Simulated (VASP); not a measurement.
# Ti (P6_3/mmc) in VASP: a series of runs

Runs on Ti. Level: PBE+D3(BJ). Tasks: single point, relaxation of cell and atoms.

Program: VASP 6.6.1. These are calculated values, not measurements. Logs are shortened: lines on timing, memory, paths and dates and some standing lists are left out, and cuts for length are marked.

### 1 The cell of the first run

The structure is hexagonal, space group P6_3/mmc (No. 194). Conventional cell: a = 2.886 Å, b = 2.886 Å, c = 4.574 Å, α = 90.00°, β = 90.00°, γ = 120.00°. Within 3.7 Å of Ti (site symmetry -6m2) lie 12 Ti at 2.83 to 2.89 Å.

### 2 Single point, PBE+D3(BJ)

INCAR

```
SYSTEM = Ti
  PREC = Accurate
  ENCUT = 520
  EDIFF = 1E-7
  ISMEAR = 0
  SIGMA = 0.1
  LREAL = .FALSE.
  LASPH = .TRUE.
  NELM = 60
  ALGO = Fast
  ISIF = 2
  LWAVE = .FALSE.
  LCHARG = .FALSE.
  GGA = PE
  IVDW = 12
  NBANDS = 19
```

KPOINTS

```
regular mesh
0
G
  18 18 10
  0 0 0
```

POSCAR

```
Ti
1.0
    2.8863044607      0.0000000000      0.0000000000
   -1.4431522303      2.4996129860      0.0000000000
    0.0000000000      0.0000000000      4.5738716679
Ti
2
Direct
    0.3333333333      0.6666666667      0.2500000000
    0.6666666667      0.3333333333      0.7500000000
```

Potentials or basis: VASP PAW PBE potentials, release 64 (Ti_sv).

On the command line:

```console
> cat potpaw_PBE.64/Ti_sv/POTCAR > POTCAR
> mpirun -np 1 vasp_std > vasp.out
```

OUTCAR:

```text
SYSTEM = Ti
   PREC = Accurate
   ENCUT = 520
   EDIFF = 1E-7
   ISMEAR = 0
   LREAL = .FALSE.
   LASPH = .TRUE.
   NELM = 60
   ISIF = 2
   GGA = PE
   IVDW = 12
 IVDW          = 12

 ion  position               nearest neighbor table
   1  0.333  0.667  0.250-   2 2.83   2 2.83   2 2.83   2 2.83   2 2.83   2 2.83
   2  0.667  0.333  0.750-   1 2.83   1 2.83   1 2.83   1 2.83   1 2.83   1 2.83

  LATTYP: Found a hexagonal cell.
 ALAT       =     2.8863044607
 C/A-ratio  =     1.5846809407

  Lattice vectors:

 A1 = (   2.8863044607,   0.0000000000,   0.0000000000)
 A2 = (  -1.4431522303,   2.4996129860,   0.0000000000)
 A3 = (   0.0000000000,   0.0000000000,   4.5738716679)

Analysis of symmetry for initial positions (statically):
=====================================================================
 Subroutine PRICEL returns:
 Original cell was already a primitive cell.

 Routine SETGRP: Setting up the symmetry group for a
 hexagonal supercell.

 Subroutine GETGRP returns: Found 24 space group operations
 (whereof 12 operations were pure point group operations)
 out of a pool of 24 trial point group operations.

The static configuration has the point symmetry D_3d.
 The point group associated with its full space group is D_6h.

Analysis of symmetry for dynamics (positions and initial velocities):
=====================================================================
 Subroutine PRICEL returns:
 Original cell was already a primitive cell.

 Routine SETGRP: Setting up the symmetry group for a
 hexagonal supercell.

 Subroutine GETGRP returns: Found 24 space group operations
 (whereof 12 operations were pure point group operations)
 out of a pool of 24 trial point group operations.

The dynamic configuration has the point symmetry D_3d.
 The point group associated with its full space group is D_6h.

 Subroutine INISYM returns: Found 24 space group operations
 (whereof 12 operations are pure point group operations),
 and found     1 'primitive' translations

----------------------------------------------------------------------------------------

                                     Primitive cell

  volume of cell :      32.9989

  direct lattice vectors                    reciprocal lattice vectors
     2.886304461  0.000000000  0.000000000     0.346463796  0.200030966  0.000000000
    -1.443152230  2.499612986  0.000000000     0.000000000  0.400061932  0.000000000
     0.000000000  0.000000000  4.573871668     0.000000000  0.000000000  0.218633156

  length of vectors
[... 81 lines left out ...]
   NELM   =     60;   NELMIN=  2; NELMDL= -5     # of ELM steps
   EDIFF  = 0.1E-06   stopping-criterion for ELM
   LREAL  =      F    real-space projection
   EDIFFG = 0.1E-05   stopping-criterion for IOM
   NSW    =      0    number of steps for IOM
   IBRION =     -1    ionic relax: 0-MD 1-quasi-New 2-CG
   NFREE  =      0    steps in history (QN), initial steepest desc. (CG)
   ISIF   =      2    stress and relaxation
   ISYM   =      2    0-nonsym 1-usesym 2-fastsym
   POTIM  = 0.5000    time-step for ionic-motion
   TEBEG  =    0.0;   TEEND  =   0.0 temperature during run
   PSTRESS=    0.0 pullay stress
   NELECT =      24.0000    total number of electrons
   NUPDOWN=      -1.0000    fix difference up-down
   EMIN   =  10.00;   EMAX   =-10.00  energy-range for DOS
   EFERMI =   0.00;   METHOD = LEGACY
   ISMEAR =     0;   SIGMA  =   0.10  broadening in eV -4-tet -1-fermi 0-gaus
   EFERMI_NEDOS =   21; number of points for ismear=-14 and -15
   IALGO  =     68    algorithm
   IMIX   =      4    mixing-type and parameters
     AMIX     =   0.40;   BMIX     =  1.00
     AMIX_MAG =   1.60;   BMIX_MAG =  1.00
  volume/ion in A,a.u.               =      16.50       111.34
  Fermi-wavevector in a.u.,A,eV,Ry     =   1.472241  2.782132 29.490546  2.167494
  Thomas-Fermi vector in A             =   2.587280
   LORBIT       =      0    0 simple, 1 ext, 2 COOP (PROOUT), +10 PAW based schemes
   GGA     = PE    functional components
   LHFCALC =     F    Hartree Fock is set to
   AEXX    =    0.0000 exact exchange contribution
   IVDW    =    12    specifies the selected vdW correction
   LEPSILON=     F    determine dielectric tensor
   LRPA    =     F    only Hartree local field effects (RPA)
 non-spin polarized calculation
 RMM-DIIS sequential band-by-band and
 Gauss-broadening in eV      SIGMA  =   0.10
  energy-cutoff  :      520.00
  volume of cell :       33.00
 maximum number of plane-waves:       911
 NGX is ok and might be reduce to    24
   NGX = 11   NGY = 11   NGZ = 17

 number of electron      24.0000001 magnetization

 Free energy of the ion-electron system (eV)
  ---------------------------------------------------
  ext. energy  EPLUGINS =         0.00000000
  ---------------------------------------------------
  free energy    TOTEN  =       -15.64553649 eV

  energy without entropy =      -15.63660242  energy(sigma->0) =      -15.64106945

 E-fermi :   8.9000     XC(G=0): -11.7417

 val. band max:        8.8854562538   @ k =   0.3333   0.1667   0.4000
 cond. band min:       8.9031625443   @ k =   0.0556   0.0000   0.5000
 fundamental gap:      0.0177062905
 Fermi energy:         8.9000461372

 k-point     1 :       0.0000    0.0000    0.0000
  band No.  band energies     occupation
      1     -47.8875      2.00000
      2     -47.7198      2.00000
      3     -24.5362      2.00000
      4     -23.7844      2.00000
      5     -23.7844      2.00000
      6     -23.7024      2.00000
[... 505 lines left out ...]
      6     -23.9804      2.00000
[... 11 lines left out ...]
     18      12.6012      0.00000
     19      13.4013      0.00000

 [... further k-points ...]

------------------------ aborting loop because EDIFF is reached ----------------------------------------

 Edisp (eV)   -1.26946

 E8    (eV) :    -0.6028

  FORCE on cell =-STRESS in cart. coord.  units (eV):
  Direction    XX          YY          ZZ          XY          YZ          ZX
  --------------------------------------------------------------------------------------
  -------------------------------------------------------------------------------------
  Total      -0.07017    -0.07017    -0.07475    -0.00000     0.00000     0.00000
  in kB      -3.40698    -3.40698    -3.62943    -0.00000     0.00000     0.00000
  external pressure =       -3.48 kB  Pullay stress =        0.00 kB

 VOLUME and BASIS-vectors are now :
 -----------------------------------------------------------------------------
  energy-cutoff  :      520.00
  volume of cell :       33.00
      direct lattice vectors                 reciprocal lattice vectors
     2.886304461  0.000000000  0.000000000     0.346463796  0.200030966  0.000000000
    -1.443152230  2.499612986  0.000000000     0.000000000  0.400061932  0.000000000
     0.000000000  0.000000000  4.573871668     0.000000000  0.000000000  0.218633156

 POSITION                                       TOTAL-FORCE (eV/Angst)
 -----------------------------------------------------------------------------------
     -0.00000      1.66641      1.14347        -0.000000      0.000000      0.000000
      1.44315      0.83320      3.43040         0.000000     -0.000000      0.000000
 -----------------------------------------------------------------------------------
    total drift:                               -0.000000      0.000000     -0.000000

  FREE ENERGIE OF THE ION-ELECTRON SYSTEM (eV)
  ---------------------------------------------------
  free  energy   TOTEN  =       -16.9149934497 eV

  energy  without entropy=      -16.9060593813  energy(sigma->0) =      -16.91052642
```

OSZICAR:

```text
N       E                     dE             d eps       ncg     rms          rms(c)
DAV:   1     0.264667457588E+03    0.26467E+03   -0.13029E+04  8460   0.159E+03
DAV:   2     0.127350378356E+02   -0.25193E+03   -0.24781E+03  8716   0.443E+02
DAV:   3    -0.163100855029E+02   -0.29045E+02   -0.28671E+02 15633   0.124E+02
[... 45 lines left out ...]
RMM:  49    -0.156455361775E+02   -0.10983E-06   -0.15313E-06  6606   0.368E-03    0.389E-04
RMM:  50    -0.156455362671E+02   -0.89637E-07   -0.12610E-06  6562   0.341E-03    0.392E-04
RMM:  51    -0.156455363559E+02   -0.88746E-07   -0.11143E-06  6159   0.303E-03    0.530E-04
RMM:  52    -0.156455364275E+02   -0.71622E-07   -0.10211E-06  5873   0.286E-03    0.609E-04
RMM:  53    -0.156455364860E+02   -0.58550E-07   -0.85395E-07  5598   0.268E-03
   1 F= -.16914993E+02 E0= -.16910526E+02  d E =-.893407E-02
```

Wall time 6.4 min (1 thread of AMD EPYC 9R14 (Zen 4), shared host); peak memory 0.22 GiB.

What came out:

| Property | Result |
| --- | --- |
| Free energy | -16.9150 eV |
| Pressure | -0.3 GPa |
| Band gap on the k mesh | zero (bands 12 and 13 overlap by 1.13 eV) |
| Dispersion energy per atom | -0.635 eV |

Levels at points of the mesh, in eV from the Fermi level:
```csv
k point,band 8,band 9,band 10,band 11,band 12,band 13,band 14,band 15,band 16,band 17
"(0.00, 0.00, 0.00)",-32.57,-6.34,-2.83,0.79,0.79,0.90,0.91,1.33,1.33,1.71
"(0.50, 0.00, 0.00)",-32.65,-2.42,-2.32,-1.99,-0.58,0.48,0.66,1.24,3.55,3.80
"(0.00, 0.00, 0.50)",-32.63,-4.41,-4.41,0.07,0.07,0.69,0.69,0.69,0.69,2.97
"(0.50, 0.00, 0.50)",-32.75,-2.69,-2.69,-0.89,-0.89,1.46,1.46,1.82,1.82,3.70
```

### 3 Relaxation of cell and atoms, PBE+D3(BJ)

This run uses another cell than the first one, of 17.32 Å³/atom.

INCAR

```
SYSTEM = Ti
PREC = Accurate ; ENCUT = 600
EDIFF = 1E-6 ; ISMEAR = 0
SIGMA = 0.1 ; LREAL = .FALSE.
LASPH = .TRUE. ; NELM = 100
ALGO = Fast ; ISIF = 3
LWAVE = .FALSE. ; LCHARG = .FALSE.
GGA = PE ; IVDW = 12
IBRION = 2 ; NSW = 100
EDIFFG = -0.005
```

KPOINTS

```
Automatic mesh
0
G
  18 18 10
  0 0 0
```

POSCAR

```
Ti
1.0
    2.9357319231      0.0000000000      0.0000000000
   -1.4678659615      2.5424184241      0.0000000000
    0.0000000000      0.0000000000      4.6408561500
Ti
2
Direct
    0.3333333300      0.6666666700      0.2500000000
    0.6666666700      0.3333333300      0.7500000000
```

Potentials or basis: VASP PAW PBE potentials, release 64 (Ti_sv).

On the command line:

```console
> cat potpaw_PBE.64/Ti_sv/POTCAR > POTCAR
> mpirun -np 1 vasp_std > vasp.out
```

It took 20 min on 1 thread of AMD EPYC 9R14 (Zen 4), shared host; peak memory 0.27 GiB.

Results (log left out):

```
Free energy                           : -16.9153 eV
Relaxed volume                        : 16.45 Å³/atom
Relaxed cell                          : a = 2.883 Å, b = 2.883 Å, c = 4.570 Å, α = 90.00°, β = 90.00°, γ = 120.00°
Space group after relaxing (to 0.1 Å) : P6_3/mmc (No. 194)
Energy gained by relaxing             : 15.9 meV/atom
Ionic steps                           : 11
Pressure after relaxing               : 0.0 GPa
Band gap on the k mesh                : zero (bands 12 and 13 overlap by 1.13 eV)
Dispersion energy per atom            : -0.637 eV
```

The path:
```
step  energy change (eV)  largest force (eV/Å)  pressure (GPa)  volume (Å³)
   1              0.0000                0.0000           -5.66        34.64
   2             -0.0129                0.0000            4.94        31.66
   3             -0.0317                0.0000            0.06        32.92
   4             -0.0317                0.0000           -0.09        32.95
   5             -0.0317                0.0000           -0.16        32.95
   6             -0.0318                0.0000           -0.16        32.95
   7             -0.0318                0.0000           -0.06        32.91
   8             -0.0318                0.0000            0.03        32.89
   9             -0.0318                0.0000            0.03        32.90
  10             -0.0318                0.0000            0.08        32.90
  11             -0.0318                0.0000            0.00        32.91
```

Final structure:
```xyz
2
Lattice="2.8834 0.0000 0.0000 -1.4417 2.4971 0.0000 0.0000 0.0000 4.5703" Properties=species:S:1:pos:R:3 pbc="T T T"
Ti    0.0000    1.6647    1.1426
Ti    1.4417    0.8324    3.4278
```

Levels at points of the mesh, in eV from the Fermi level:
```tsv
k point	band 9	band 10	band 11	band 12	band 13	band 14	band 15	band 16
(0.00, 0.00, 0.00)	-6.35	-2.84	0.79	0.79	0.91	0.91	1.33	1.33
(0.50, 0.00, 0.00)	-2.43	-2.33	-2.00	-0.58	0.48	0.67	1.24	3.57
(0.00, 0.00, 0.50)	-4.41	-4.41	0.07	0.07	0.70	0.70	0.70	0.70
(0.50, 0.00, 0.50)	-2.70	-2.70	-0.89	-0.89	1.47	1.47	1.83	1.83
```
